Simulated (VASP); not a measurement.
# Si (P6/mmm) in VASP: notebook, part 2 of 2

VASP 6.6.1. Earlier steps stand in the parts before.

## 3. Single point, r2SCAN (strain -0.1125 x Voigt [0, 0, 1, 0, 0, 0])

File POSCAR:

```
Si
1.0
    2.6205428149      0.0000000000      0.0000000000
   -1.3102714075      2.2694566494      0.0000000000
    0.0000000000      0.0000000000      2.1888895211
Si
1
Direct
    0.0000000000      0.0000000000      0.0000000000
```

File INCAR.step1:

```
PREC = Accurate
ENCUT = 520
ISMEAR = 0
SIGMA = 0.15
LREAL = F
LASPH = T
NELM = 60
NBANDS = 8
GGA = PE
ALGO = Normal
EDIFF = 1E-4
LWAVE = T
LCHARG = F
```

File INCAR.step2:

```
PREC = Accurate
ENCUT = 520
EDIFF = 1E-7
ISMEAR = 0
SIGMA = 0.15
LREAL = F
LASPH = T
NELM = 60
ALGO = Normal
ISIF = 2
LWAVE = F
LCHARG = F
METAGGA = R2SCAN
LMIXTAU = T
NBANDS = 8
ISTART = 1
```

File KPOINTS:

```
Automatic mesh
0
Gamma
  24 24 20
```

Potentials or basis: VASP PAW PBE potentials, release 64 (Si).

Started as:

```bash
$ cat potpaw_PBE.64/Si/POTCAR > POTCAR
$ cp INCAR.step1 INCAR
$ mpirun -np 1 vasp_std > vasp.out
$ cp INCAR.step2 INCAR
$ mpirun -np 1 vasp_std > vasp.out
```

OUTCAR:

```text
PREC = Accurate
   ENCUT = 520
   EDIFF = 1E-7
   ISMEAR = 0
   LREAL = F
   LASPH = T
   NELM = 60
   ISIF = 2
   METAGGA = R2SCAN
   ISTART = 1

 ion  position               nearest neighbor table
   1  0.000  0.000  0.000-

  LATTYP: Found a hexagonal cell.
 ALAT       =     2.6205428149
 C/A-ratio  =     0.8352809611

  Lattice vectors:

 A1 = (   2.6205428149,   0.0000000000,   0.0000000000)
 A2 = (  -1.3102714075,   2.2694566494,   0.0000000000)
 A3 = (   0.0000000000,   0.0000000000,   2.1888895211)

Analysis of symmetry for initial positions (statically):
=====================================================================
 Subroutine PRICEL returns:
 Original cell was already a primitive cell.

 Routine SETGRP: Setting up the symmetry group for a
 hexagonal supercell.

 Subroutine GETGRP returns: Found 24 space group operations
 (whereof 24 operations were pure point group operations)
 out of a pool of 24 trial point group operations.

The static configuration has the point symmetry D_6h.

Analysis of symmetry for dynamics (positions and initial velocities):
=====================================================================
 Subroutine PRICEL returns:
 Original cell was already a primitive cell.

 Routine SETGRP: Setting up the symmetry group for a
 hexagonal supercell.

 Subroutine GETGRP returns: Found 24 space group operations
 (whereof 24 operations were pure point group operations)
 out of a pool of 24 trial point group operations.

The dynamic configuration has the point symmetry D_6h.

 Subroutine INISYM returns: Found 24 space group operations
 (whereof 24 operations are pure point group operations),
 and found     1 'primitive' translations

----------------------------------------------------------------------------------------

                                     Primitive cell

  volume of cell :      13.0178

  direct lattice vectors                    reciprocal lattice vectors
     2.620542815  0.000000000  0.000000000     0.381600329  0.220317053  0.000000000
    -1.310271407  2.269456649  0.000000000     0.000000000  0.440634105  0.000000000
     0.000000000  0.000000000  2.188889521     0.000000000  0.000000000  0.456852660

  length of vectors
     2.620542815  2.620542815  2.188889521     0.440634105  0.440634105  0.456852660

  position of ions in fractional coordinates (direct lattice)
     0.000000000  0.000000000  0.000000000

  ion indices of the primitive-cell ions
   primitive index   ion index
                 1           1

----------------------------------------------------------------------------------------

 KPOINTS: Automatic mesh

Automatic generation of k-mesh.
 Grid dimensions read from file:
 generate k-points for:   24   24   20

 Generating k-lattice:

  Cartesian coordinates                     Fractional coordinates (reciprocal lattice)
     0.015900014  0.009179877  0.000000000     0.041666667  0.000000000  0.000000000
     0.000000000  0.018359754  0.000000000     0.000000000  0.041666667  0.000000000
     0.000000000  0.000000000  0.022842633     0.000000000  0.000000000  0.050000000

  Length of vectors
     0.018359754  0.018359754  0.022842633

  Shift w.r.t. Gamma in fractional coordinates (k-lattice)
     0.000000000  0.000000000  0.000000000

 Subroutine IBZKPT returns following result:
 ===========================================

 Found    671 irreducible k-points:

 Following reciprocal coordinates:
            Coordinates               Weight
  0.000000  0.000000  0.000000      1.000000
  0.041667 -0.000000  0.000000      6.000000
  0.083333  0.000000  0.000000      6.000000
  0.125000 -0.000000  0.000000      6.000000
  0.166667 -0.000000  0.000000      6.000000
  0.208333  0.000000  0.000000      6.000000
[... 16 lines left out ...]
  0.416667  0.041667  0.000000     12.000000
  0.458333  0.041667  0.000000     12.000000
 [... further k-points ...]
   k-points           NKPTS =    671   k-points in BZ     NKDIM =    671   number of bands    NBANDS=      8
   number of dos      NEDOS =    301   number of ions     NIONS =      1
   total plane-waves  NPLWV =   6400
   dimension x,y,z NGX =    20 NGY =   20 NGZ =   16
   dimension x,y,z NGXF=    40 NGYF=   40 NGZF=   32
   ions per type =               1
   NGX,Y,Z   is equivalent  to a cutoff of  12.69, 12.69, 12.15 a.u.
   NGXF,Y,Z  is equivalent  to a cutoff of  25.38, 25.38, 24.30 a.u.
 SYSTEM =  unknown system
   PREC   = accura    normal or accurate (medium, high low for compatibility)
   ISTART =      1    job   : 0-new  1-cont  2-samecut
   ICHARG =      0    charge: 1-file 2-atom 10-const
   ISPIN  =      1    spin polarized calculation?
   LNONCOLLINEAR =      F non collinear calculations
   LSORBIT =      F    spin-orbit coupling
   LASPH  =      T    aspherical Exc in radial PAW
   ENCUT  =  520.0 eV  38.22 Ry    6.18 a.u.   4.87  4.87  4.07*2*pi/ulx,y,z
   NELM   =     60;   NELMIN=  2; NELMDL=  0     # of ELM steps
   EDIFF  = 0.1E-06   stopping-criterion for ELM
   LREAL  =      F    real-space projection
   EDIFFG = 0.1E-05   stopping-criterion for IOM
   NSW    =      0    number of steps for IOM
   IBRION =     -1    ionic relax: 0-MD 1-quasi-New 2-CG
   NFREE  =      0    steps in history (QN), initial steepest desc. (CG)
   ISIF   =      2    stress and relaxation
   ISYM   =      2    0-nonsym 1-usesym 2-fastsym
   POTIM  = 0.5000    time-step for ionic-motion
   TEBEG  =    0.0;   TEEND  =   0.0 temperature during run
   PSTRESS=    0.0 pullay stress
   NELECT =       4.0000    total number of electrons
   NUPDOWN=      -1.0000    fix difference up-down
   EMIN   =  10.00;   EMAX   =-10.00  energy-range for DOS
   EFERMI =   0.00;   METHOD = LEGACY
   ISMEAR =     0;   SIGMA  =   0.15  broadening in eV -4-tet -1-fermi 0-gaus
   EFERMI_NEDOS =   21; number of points for ismear=-14 and -15
   IALGO  =     38    algorithm
   IMIX   =      4    mixing-type and parameters
     AMIX     =   0.40;   BMIX     =  1.00
     AMIX_MAG =   1.60;   BMIX_MAG =  1.00
  volume/ion in A,a.u.               =      13.02        87.85
  Fermi-wavevector in a.u.,A,eV,Ry     =   1.104712  2.087603 16.604402  1.220389
  Thomas-Fermi vector in A             =   2.241189
   LORBIT       =      0    0 simple, 1 ext, 2 COOP (PROOUT), +10 PAW based schemes
   METAGGA = R2SCAN    functional components
   LHFCALC =     F    Hartree Fock is set to
   AEXX    =    0.0000 exact exchange contribution
   IVDW    =     0    specifies the selected vdW correction
   LEPSILON=     F    determine dielectric tensor
   LRPA    =     F    only Hartree local field effects (RPA)
 non-spin polarized calculation
 Gauss-broadening in eV      SIGMA  =   0.15
  energy-cutoff  :      520.00
  volume of cell :       13.02
 maximum number of plane-waves:       366
 NGX is ok and might be reduce to    20
   NGX =  9   NGY =  9   NGZ =  9

 number of electron       4.0000000 magnetization

 Free energy of the ion-electron system (eV)
  ---------------------------------------------------
  ext. energy  EPLUGINS =         0.00000000
  ---------------------------------------------------
  free energy    TOTEN  =        -8.04541826 eV

  energy without entropy =       -8.04264957  energy(sigma->0) =       -8.04403392

 E-fermi :  11.3023     XC(G=0): -12.2200

 val. band max:       11.2682470148   @ k =   0.2500  -0.0000   0.0500
 cond. band min:      11.3030334601   @ k =   0.2917   0.1667   0.1500
 fundamental gap:      0.0347864453
 Fermi energy:        11.3022883331

 k-point     1 :       0.0000    0.0000    0.0000
  band No.  band energies     occupation
      1      -4.7643      2.00000
      2      20.0124      0.00000
      3      21.1808      0.00000
      4      21.1809      0.00000
      5      23.3807      0.00000
      6      23.3807      0.00000
      7      25.4361      0.00000
      8      29.1702      0.00000
[... 243 lines left out ...]
 k-point    24 :       0.4583    0.0417    0.0000
  band No.  band energies     occupation
      1       1.7779      2.00000
      2       3.3920      2.00000
      3      14.6703      0.00000
      4      18.2897      0.00000
      5      30.6219      0.00000
      6      31.6045      0.00000
      7      32.3043      0.00000
      8      36.9563      0.00000

 [... further k-points ...]

------------------------ aborting loop because EDIFF is reached ----------------------------------------

  FORCE on cell =-STRESS in cart. coord.  units (eV):
  Direction    XX          YY          ZZ          XY          YZ          ZX
  --------------------------------------------------------------------------------------
  -------------------------------------------------------------------------------------
  Total        0.6460462      0.6460462      5.5044951     -0.0000000     -0.0000000      0.0000000
  in kB       79.5128239     79.5128239    677.4715700     -0.0000000     -0.0000000      0.0000000
  external PRESSURE =     278.8324060 kB  Pullay stress =       0.0000000 kB

 VOLUME and BASIS-vectors are now :
 -----------------------------------------------------------------------------
  energy-cutoff  :      520.00
  volume of cell :       13.02
      direct lattice vectors                 reciprocal lattice vectors
     2.620542815  0.000000000  0.000000000     0.381600329  0.220317053  0.000000000
    -1.310271407  2.269456649  0.000000000     0.000000000  0.440634105  0.000000000
     0.000000000  0.000000000  2.188889521     0.000000000  0.000000000  0.456852660

 POSITION                                       TOTAL-FORCE (eV/Angst)
 -----------------------------------------------------------------------------------
      0.00000      0.00000      0.00000         0.000000      0.000000      0.000000
 -----------------------------------------------------------------------------------
    total drift:                               -0.000000      0.000000      0.000000

  FREE ENERGIE OF THE ION-ELECTRON SYSTEM (eV)
  ---------------------------------------------------
  free  energy   TOTEN  =        -8.0454182622 eV

  energy  without entropy=       -8.0426495724  energy(sigma->0) =       -8.04403392
```

OUTCAR.step1:

```text
PREC = Accurate
   ENCUT = 520
   ISMEAR = 0
   LREAL = F
   LASPH = T
[... 481 lines left out ...]

 POSITION                                       TOTAL-FORCE (eV/Angst)
 -----------------------------------------------------------------------------------
      0.00000      0.00000      0.00000         0.000000      0.000000      0.000000
 -----------------------------------------------------------------------------------
    total drift:                               -0.000000     -0.000000      0.000000

  FREE ENERGIE OF THE ION-ELECTRON SYSTEM (eV)
  ---------------------------------------------------
  free  energy   TOTEN  =        -4.8196750355 eV

  energy  without entropy=       -4.8163607762  energy(sigma->0) =       -4.81801791
```

OSZICAR.step1:

```text
N       E                     dE             d eps       ncg     rms          rms(c)
DAV:   1    -0.210887987372E+01   -0.21089E+01   -0.19043E+03 11912   0.388E+02
DAV:   2    -0.484812912355E+01   -0.27392E+01   -0.26056E+01 15552   0.313E+01
DAV:   3    -0.486330800263E+01   -0.15179E-01   -0.15168E-01 12496   0.245E+00
DAV:   4    -0.486332479351E+01   -0.16791E-04   -0.16791E-04 17160   0.838E-02
DAV:   5    -0.486332479862E+01   -0.51065E-08   -0.57553E-08 12328   0.846E-04    0.396E+00
DAV:   6    -0.483325212112E+01    0.30073E-01   -0.18281E-02 13944   0.598E-01    0.233E+00
DAV:   7    -0.481979502201E+01    0.13457E-01   -0.31505E-02 14184   0.830E-01    0.122E-01
DAV:   8    -0.481967553110E+01    0.11949E-03   -0.18387E-03 12216   0.281E-01    0.805E-02
DAV:   9    -0.481967503553E+01    0.49557E-06   -0.85944E-05  8072   0.537E-02
   1 F= -.48196750E+01 E0= -.48180179E+01  d E =-.331426E-02
```

It took 3.5 min on 1 thread of Intel Xeon Platinum 8259CL at 2.50GHz (Skylake/Cascade Lake), shared host; peak memory 0.16 GiB.

What came out:

```yaml
Free_energy: -8.0454 eV
Pressure: 27.9 GPa
Band_gap_on_the_k_mesh: zero (bands 2 and 3 overlap by 14.56 eV)
```

Stress tensor (GPa, compression positive):
```
 7.95  0.00  0.00
 0.00  7.95  0.00
 0.00  0.00 67.75
```

Caveat: the cell differs from its parent crystal (strain -0.1125 x Voigt [0, 0, 1, 0, 0, 0]); the cell stands under pressure; the PAW data sets were made with another functional, which shifts forces and pressure a little.

## 4. Single point, r2SCAN (strain -0.0750 x Voigt [0, 0, 1, 0, 0, 0])

POSCAR, as its differences from that of step 3:

```diff
@@ -4,3 +4,3 @@
    -1.3102714075      2.2694566494      0.0000000000
-    0.0000000000      0.0000000000      2.1888895211
+    0.0000000000      0.0000000000      2.2813778108
 Si
```

File INCAR.step1:

```
  ALGO = Normal
  EDIFF = 1E-4
  ENCUT = 520
  GGA = PE
  ISMEAR = 0
  LASPH = T
  LCHARG = F
  LREAL = F
  LWAVE = T
  NBANDS = 8
  NELM = 80
  PREC = Accurate
  SIGMA = 0.15
```

File INCAR.step2:

```
  ALGO = Normal
  EDIFF = 1E-6
  ENCUT = 520
  ISIF = 2
  ISMEAR = 0
  ISTART = 1
  LASPH = T
  LCHARG = T
  LELF = T
  LMIXTAU = T
  LREAL = F
  LVHAR = T
  LWAVE = F
  METAGGA = R2SCAN
  NBANDS = 8
  NELM = 80
  PREC = Accurate
  SIGMA = 0.15
```

File KPOINTS:

```
k-points
0
Gamma
  24 24 20
```

Started as:

```bash
$ cat potpaw_PBE.64/Si/POTCAR > POTCAR
$ cp INCAR.step1 INCAR
$ mpirun -np 1 vasp_std > vasp.out
$ cp INCAR.step2 INCAR
$ mpirun -np 1 vasp_std > vasp.out
```

It took 3.1 min on 1 thread of Intel Xeon Platinum 8259CL at 2.50GHz (Skylake/Cascade Lake), shared host; peak memory 0.17 GiB.

It converged, with:

| Item | Value |
| --- | --- |
| Free energy | -8.2152 eV |
| Pressure | 16.3 GPa |
| Band gap on the k mesh | zero (bands 2 and 3 overlap by 14.01 eV) |

Stress tensor (GPa, compression positive):
```
 7.24  0.00  0.00
 0.00  7.24  0.00
 0.00  0.00 34.50
```

Levels at points of the mesh, in eV from the Fermi level:
```csv
k point,band 1,band 2,band 3,band 4,band 5,band 6
"(0.00, 0.00, 0.00)",-15.71,8.47,10.26,10.26,11.89,12.37
"(0.50, 0.00, 0.00)",-8.90,-7.91,4.74,6.20,17.18,18.89
"(0.00, 0.00, 0.50)",-8.97,-8.09,15.76,15.76,16.38,16.38
"(0.50, 0.00, 0.50)",-3.01,-2.56,-0.94,1.34,10.13,12.37
```

Caveat: the cell differs from its parent crystal (strain -0.0750 x Voigt [0, 0, 1, 0, 0, 0]); the cell stands under pressure; the PAW data sets were made with another functional, which shifts forces and pressure a little.

## 5. Overview

```tsv
cell	gap on the mesh (eV)	pressure (GPa)
a = 2.621, b = 2.621, c = 2.096 Å, angles 90.0, 90.0, 120.0°, 1 atom	none	44.9
a = 2.621, b = 2.621, c = 2.189 Å, angles 90.0, 90.0, 120.0°, 1 atom	none	27.9
a = 2.621, b = 2.621, c = 2.281 Å, angles 90.0, 90.0, 120.0°, 1 atom	none	16.3
```

Alike in all rows: task single point; level r2SCAN; potentials or basis VASP PAW PBE potentials, release 64 (Si); no spin polarisation; k mesh 24 × 24 × 20; cutoff (eV) 520; smearing gaussian 0.15 eV.

Caveats: the cell stands under pressure; the PAW data sets were made with another functional, which shifts forces and pressure a little.

Total energies depend on the potentials used, so only differences within one code and one set of settings carry meaning.
